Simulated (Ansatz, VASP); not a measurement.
## Sr: VASP beside Ansatz

```
Sr
1.0
     0.00000    3.08334    3.08334
     3.08334    0.00000    3.08334
     3.08334    3.08334    0.00000
Sr
1
Direct
  0.00000 0.00000 0.00000
```

Change from the starting cell: volume scaled by 1.05, PAW files.

Alike in both runs: task electric field gradients; functional r2SCAN; k mesh 9 × 9 × 9; occupations fermi-dirac, width 0.03 eV; no spin polarisation.

|  | VASP | Ansatz |
| --- | --- | --- |
| version | VASP 6.6.1 | Ansatz 0.2.0 |
| potentials or method | VASP PAW PBE potentials, release 64 (Sr_sv) | PAW with Ansatz's default frozen-core files, scalar-relativistic |
| plane-wave cutoff (eV) | 520 | 500 |
| valence electrons in the cell | 10 | 10 |

|  | VASP | Ansatz | Ansatz less VASP |
| --- | --- | --- | --- |
| pressure (GPa) | -0.3 | -0.3 | -0.01 |

VASP's potentials were made for PBE, not for r2SCAN. With one functional, cell and mesh, what is left measures potentials, basis and numerics.
